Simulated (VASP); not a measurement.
# Os (Fm-3m) in VASP: notebook, part 2 of 2

VASP 6.6.1.

## Step 4: Single point, PBEsol (volume scaled by 1.08)

File INCAR:

```
SYSTEM = Os
PREC = Accurate
ENCUT = 520
EDIFF = 1E-7
ISMEAR = -1
SIGMA = 0.1
LREAL = .False.
LASPH = .True.
NELM = 60
ALGO = Normal
ISIF = 2
LWAVE = .False.
LCHARG = .False.
GGA = PS
NBANDS = 10
```

File KPOINTS:

```
regular mesh
0
Gamma
  16 16 16
  0 0 0
```

File POSCAR:

```
Os
1.0
    0.0000000000      1.9606054029      1.9606054029
    1.9606054029      0.0000000000      1.9606054029
    1.9606054029      1.9606054029      0.0000000000
Os
1
Direct
    0.0000000000      0.0000000000      0.0000000000
```

Potentials or basis: VASP PAW PBE potentials, release 64 (Os).

Launch:

```
cat potpaw_PBE.64/Os/POTCAR > POTCAR
mpirun -np 1 vasp_std > vasp.out
```

OUTCAR:

```text
SYSTEM = Os
   PREC = Accurate
   ENCUT = 520
   EDIFF = 1E-7
   ISMEAR = -1
   LREAL = .False.
   LASPH = .True.
   NELM = 60
   ISIF = 2
   GGA = PS

 ion  position               nearest neighbor table
   1  0.000  0.000  0.000-

  LATTYP: Found a face centered cubic cell.
 ALAT       =     3.9212108058

  Lattice vectors:

 A1 = (   0.0000000000,   1.9606054029,   1.9606054029)
 A2 = (   1.9606054029,   0.0000000000,   1.9606054029)
 A3 = (   1.9606054029,   1.9606054029,   0.0000000000)

Analysis of symmetry for initial positions (statically):
=====================================================================
 Subroutine PRICEL returns:
 Original cell was already a primitive cell.

 Routine SETGRP: Setting up the symmetry group for a
 face centered cubic supercell.

 Subroutine GETGRP returns: Found 48 space group operations
 (whereof 48 operations were pure point group operations)
 out of a pool of 48 trial point group operations.

The static configuration has the point symmetry O_h .

Analysis of symmetry for dynamics (positions and initial velocities):
=====================================================================
 Subroutine PRICEL returns:
 Original cell was already a primitive cell.

 Routine SETGRP: Setting up the symmetry group for a
 face centered cubic supercell.

 Subroutine GETGRP returns: Found 48 space group operations
 (whereof 48 operations were pure point group operations)
 out of a pool of 48 trial point group operations.

The dynamic configuration has the point symmetry O_h .

 Subroutine INISYM returns: Found 48 space group operations
 (whereof 48 operations are pure point group operations),
 and found     1 'primitive' translations

----------------------------------------------------------------------------------------

                                     Primitive cell

  volume of cell :      15.0730

  direct lattice vectors                    reciprocal lattice vectors
     0.000000000  1.960605403  1.960605403    -0.255023269  0.255023269  0.255023269
     1.960605403  0.000000000  1.960605403     0.255023269 -0.255023269  0.255023269
     1.960605403  1.960605403  0.000000000     0.255023269  0.255023269 -0.255023269

  length of vectors
     2.772714751  2.772714751  2.772714751     0.441713260  0.441713260  0.441713260

  position of ions in fractional coordinates (direct lattice)
     0.000000000  0.000000000  0.000000000

  ion indices of the primitive-cell ions
   primitive index   ion index
                 1           1

----------------------------------------------------------------------------------------

 KPOINTS: regular mesh

Automatic generation of k-mesh.
 Grid dimensions read from file:
 generate k-points for:   16   16   16

 Generating k-lattice:

  Cartesian coordinates                     Fractional coordinates (reciprocal lattice)
    -0.015938954  0.015938954  0.015938954     0.062500000  0.000000000  0.000000000
     0.015938954 -0.015938954  0.015938954     0.000000000  0.062500000  0.000000000
     0.015938954  0.015938954 -0.015938954     0.000000000  0.000000000  0.062500000

  Length of vectors
     0.027607079  0.027607079  0.027607079

  Shift w.r.t. Gamma in fractional coordinates (k-lattice)
     0.000000000  0.000000000  0.000000000

 Subroutine IBZKPT returns following result:
 ===========================================

 Found    145 irreducible k-points:

 Following reciprocal coordinates:
            Coordinates               Weight
  0.000000  0.000000  0.000000      1.000000
  0.062500  0.000000  0.000000      8.000000
  0.125000  0.000000  0.000000      8.000000
  0.187500  0.000000  0.000000      8.000000
  0.250000  0.000000  0.000000      8.000000
  0.312500  0.000000  0.000000      8.000000
[... 16 lines left out ...]
 -0.125000  0.062500  0.000000     24.000000
 -0.062500  0.062500  0.000000     12.000000
 [... further k-points ...]
   k-points           NKPTS =    145   k-points in BZ     NKDIM =    145   number of bands    NBANDS=     10
   number of dos      NEDOS =    301   number of ions     NIONS =      1
   total plane-waves  NPLWV =  13824
   dimension x,y,z NGX =    24 NGY =   24 NGZ =   24
   dimension x,y,z NGXF=    48 NGYF=   48 NGZF=   48
   ions per type =               1
   NGX,Y,Z   is equivalent  to a cutoff of  14.39, 14.39, 14.39 a.u.
   NGXF,Y,Z  is equivalent  to a cutoff of  28.78, 28.78, 28.78 a.u.
 SYSTEM =  Os
   PREC   = accura    normal or accurate (medium, high low for compatibility)
   ISTART =      0    job   : 0-new  1-cont  2-samecut
   ICHARG =      2    charge: 1-file 2-atom 10-const
   ISPIN  =      1    spin polarized calculation?
   LNONCOLLINEAR =      F non collinear calculations
   LSORBIT =      F    spin-orbit coupling
   LASPH  =      T    aspherical Exc in radial PAW
   ENCUT  =  520.0 eV  38.22 Ry    6.18 a.u.   5.16  5.16  5.16*2*pi/ulx,y,z
   NELM   =     60;   NELMIN=  2; NELMDL= -5     # of ELM steps
   EDIFF  = 0.1E-06   stopping-criterion for ELM
   LREAL  =      F    real-space projection
   EDIFFG = 0.1E-05   stopping-criterion for IOM
   NSW    =      0    number of steps for IOM
   IBRION =     -1    ionic relax: 0-MD 1-quasi-New 2-CG
   NFREE  =      0    steps in history (QN), initial steepest desc. (CG)
   ISIF   =      2    stress and relaxation
   ISYM   =      2    0-nonsym 1-usesym 2-fastsym
   POTIM  = 0.5000    time-step for ionic-motion
   TEBEG  =    0.0;   TEEND  =   0.0 temperature during run
   PSTRESS=    0.0 pullay stress
   NELECT =       8.0000    total number of electrons
   NUPDOWN=      -1.0000    fix difference up-down
   EMIN   =  10.00;   EMAX   =-10.00  energy-range for DOS
   EFERMI =   0.00;   METHOD = LEGACY
   ISMEAR =    -1;   SIGMA  =   0.10  broadening in eV -4-tet -1-fermi 0-gaus
   EFERMI_NEDOS =   21; number of points for ismear=-14 and -15
   IALGO  =     38    algorithm
   IMIX   =      4    mixing-type and parameters
     AMIX     =   0.40;   BMIX     =  1.00
     AMIX_MAG =   1.60;   BMIX_MAG =  1.00
  volume/ion in A,a.u.               =      15.07       101.72
  Fermi-wavevector in a.u.,A,eV,Ry     =   1.325474  2.504783 23.903831  1.756882
  Thomas-Fermi vector in A             =   2.454932
   LORBIT       =      0    0 simple, 1 ext, 2 COOP (PROOUT), +10 PAW based schemes
   GGA     = PS    functional components
   LHFCALC =     F    Hartree Fock is set to
   AEXX    =    0.0000 exact exchange contribution
   IVDW    =     0    specifies the selected vdW correction
   LEPSILON=     F    determine dielectric tensor
   LRPA    =     F    only Hartree local field effects (RPA)
 non-spin polarized calculation
  energy-cutoff  :      520.00
  volume of cell :       15.07
 maximum number of plane-waves:       419
 NGX is ok and might be reduce to    24
   NGX = 11   NGY = 11   NGZ = 11

 number of electron       8.0000001 magnetization

 Free energy of the ion-electron system (eV)
  ---------------------------------------------------
  ext. energy  EPLUGINS =         0.00000000
  ---------------------------------------------------
  free energy    TOTEN  =       -12.01045980 eV

  energy without entropy =      -11.98099734  energy(sigma->0) =      -11.99572857

 E-fermi :   8.1316     XC(G=0): -13.7296

 val. band max:        8.1270009563   @ k =   0.0000   0.0000   0.0000
 cond. band min:       8.1378225866   @ k =  -0.4375   0.4375   0.0000
 fundamental gap:      0.0108216303
 Fermi energy:         8.1315575879

 k-point     1 :       0.0000    0.0000    0.0000
  band No.  band energies     occupation
      1      -2.1126      2.00000
      2       5.3942      2.00000
      3       5.3942      2.00000
      4       5.3942      2.00000
      5       8.1270      1.02278
      6       8.1270      1.02278
      7      22.3952      0.00000
      8      27.7614      0.00000
      9      27.7614      0.00000
     10      27.7614      0.00000

 k-point     2 :       0.0625    0.0000    0.0000
  band No.  band energies     occupation
      1      -1.9437      2.00000
      2       5.2953      2.00000
      3       5.4698      2.00000
      4       5.4698      2.00000
      5       8.0750      1.27550
      6       8.0750      1.27550
      7      22.7024      0.00000
      8      26.8687      0.00000
      9      28.0532      0.00000
     10      28.0532      0.00000
[... 274 lines left out ...]
 k-point    24 :      -0.0625    0.0625    0.0000
  band No.  band energies     occupation
      1      -1.6684      2.00000
      2       5.1200      2.00000
      3       5.5761      2.00000
      4       5.6250      2.00000
      5       7.8561      1.88035
      6       8.1499      0.90853
      7      23.1895      0.00000
      8      26.0832      0.00000
      9      27.9601      0.00000
     10      28.7962      0.00000

 [... further k-points ...]
[... 5 lines left out ...]
  --------------------------------------------------------------------------------------
  -------------------------------------------------------------------------------------
  Total       -2.5818083     -2.5818083     -2.5818083     -0.0000000      0.0000000      0.0000000
  in kB     -274.4315213   -274.4315213   -274.4315213     -0.0000000      0.0000000      0.0000000
  external PRESSURE =    -274.4315213 kB  Pullay stress =       0.0000000 kB

 VOLUME and BASIS-vectors are now :
 -----------------------------------------------------------------------------
  energy-cutoff  :      520.00
  volume of cell :       15.07
      direct lattice vectors                 reciprocal lattice vectors
     0.000000000  1.960605403  1.960605403    -0.255023269  0.255023269  0.255023269
     1.960605403  0.000000000  1.960605403     0.255023269 -0.255023269  0.255023269
     1.960605403  1.960605403  0.000000000     0.255023269  0.255023269 -0.255023269

 POSITION                                       TOTAL-FORCE (eV/Angst)
 -----------------------------------------------------------------------------------
      0.00000      0.00000      0.00000        -0.000000     -0.000000     -0.000000
 -----------------------------------------------------------------------------------
    total drift:                               -0.000000      0.000000     -0.000000

  FREE ENERGIE OF THE ION-ELECTRON SYSTEM (eV)
  ---------------------------------------------------
  free  energy   TOTEN  =       -12.0104597975 eV

  energy  without entropy=      -11.9809973363  energy(sigma->0) =      -11.99572857
```

OSZICAR:

```text
N       E                     dE             d eps       ncg     rms          rms(c)
DAV:   1     0.338096762397E+02    0.33810E+02   -0.41129E+03  2972   0.735E+02
DAV:   2    -0.117424522992E+02   -0.45552E+02   -0.42472E+02  2974   0.196E+02
DAV:   3    -0.128306436884E+02   -0.10882E+01   -0.10823E+01  3386   0.281E+01
DAV:   4    -0.128335327113E+02   -0.28890E-02   -0.28887E-02  3168   0.162E+00
DAV:   5    -0.128335424227E+02   -0.97113E-05   -0.97115E-05  3208   0.870E-02    0.145E+01
DAV:   6    -0.121742858786E+02    0.65926E+00   -0.85157E-01  3436   0.724E+00    0.587E+00
DAV:   7    -0.120150341981E+02    0.15925E+00   -0.48098E-01  3574   0.516E+00    0.305E-01
DAV:   8    -0.120121863463E+02    0.28479E-02   -0.20627E-03  3014   0.373E-01    0.244E-01
DAV:   9    -0.120104682053E+02    0.17181E-02   -0.84096E-04  3164   0.309E-01    0.209E-02
DAV:  10    -0.120104634090E+02    0.47963E-05   -0.11755E-05  3134   0.241E-02    0.105E-02
DAV:  11    -0.120104598363E+02    0.35727E-05   -0.10276E-06  3150   0.150E-02    0.198E-03
DAV:  12    -0.120104597975E+02    0.38849E-07   -0.57553E-09  1664   0.645E-04
   1 F= -.12010460E+02 E0= -.11995729E+02  d E =-.294625E-01
```

stdout:

```text
POSCAR found type information on POSCAR Os
 POSCAR found :  1 types and       1 ions
 scaLAPACK will be used
 -----------------------------------------------------------------------------
|                                                                             |
|                                                                             |
|     You enforced a specific xc type in the INCAR file but a different       |
|     I HOPE YOU KNOW WHAT YOU ARE DOING!                                     |
|                                                                             |
 -----------------------------------------------------------------------------

 LDA part: xc-table for (Slater+PW92), standard interpolation
 POSCAR, INCAR and KPOINTS ok, starting setup
 FFT: planning ... GRIDC
 FFT: planning ... GRID_SOFT
 FFT: planning ... GRID
 WAVECAR not read
 entering main loop
```

It took 8.7 s on 1 thread of Intel Xeon 6975P-C (Granite Rapids), shared host; peak memory 0.15 GiB.

What came out:

| Quantity | Value |
| --- | --- |
| Free energy | -12.0105 eV |
| Pressure | -27.4 GPa |
| Band gap on the k mesh | zero (band 4 reaches 10.28 eV, above the bottom of band 5 at 6.61 eV) |

Caveat: the PAW data sets were made with another functional, which shifts forces and pressure a little; spin-orbit coupling is left out, which moves the levels of the heavy elements.

## Step 5: Single point, PBEsol (volume scaled by 1.12)

File INCAR:

```
  PREC = Accurate
  ENCUT = 520
  EDIFF = 1E-7
  ISMEAR = -1
  SIGMA = 0.1
  LREAL = False
  LASPH = True
  NELM = 80
  ALGO = Normal
  ISIF = 2
  LWAVE = False
  LCHARG = False
  GGA = PS
  NBANDS = 10
```

File KPOINTS:

```
regular mesh
0
Gamma
  16 16 16
```

File POSCAR:

```
Os
1.0
    0.0000000000      1.9845175816      1.9845175816
    1.9845175816      0.0000000000      1.9845175816
    1.9845175816      1.9845175816      0.0000000000
Os
1
Direct
    0.0000000000      0.0000000000      0.0000000000
```

Launch:

```
cat potpaw_PBE.64/Os/POTCAR > POTCAR
mpirun -np 1 vasp_std > vasp.out
```

Wall time 8.6 s (1 thread of Intel Xeon 6975P-C (Granite Rapids), shared host); peak memory 0.15 GiB.

Results (log left out):

```
Free energy            : -11.8980 eV
Pressure               : -37.0 GPa
Band gap on the k mesh : zero (band 4 reaches 9.72 eV, above the bottom of band 5 at 6.19 eV)
```

Levels at points of the mesh, in eV from the Fermi level:
```csv
k point,band 2,band 3,band 4,band 5,band 6,band 7
"(0.00, 0.00, 0.00)",-2.59,-2.59,-2.59,-0.01,-0.01,14.27
"(0.50, 0.00, 0.00)",-2.71,-2.71,-0.21,2.01,2.01,7.60
"(0.50, 0.50, 0.00)",-5.92,1.97,2.09,2.58,2.58,10.48
```

Caveat: the PAW data sets were made with another functional, which shifts forces and pressure a little; spin-orbit coupling is left out, which moves the levels of the heavy elements.

## Step 6: Summary

| cell | gap on the mesh (eV) | pressure (GPa) |
| --- | --- | --- |
| a = 2.590 Å, angles 60.0°, 1 atom | none | 76.1 |
| a = 2.702 Å, angles 60.0°, 1 atom | none | 0.3 |
| a = 2.773 Å, angles 60.0°, 1 atom | none | -27.4 |
| a = 2.807 Å, angles 60.0°, 1 atom | none | -37.0 |

Alike in all rows: task single point; level PBEsol; potentials or basis VASP PAW PBE potentials, release 64 (Os); no spin polarisation; k mesh 16 × 16 × 16; cutoff (eV) 520; smearing fermi-dirac 0.1 eV.

Caveats: the PAW data sets were made with another functional, which shifts forces and pressure a little; spin-orbit coupling is left out, which moves the levels of the heavy elements.

Total energies depend on the potentials used, so only differences within one code and one set of settings carry meaning.
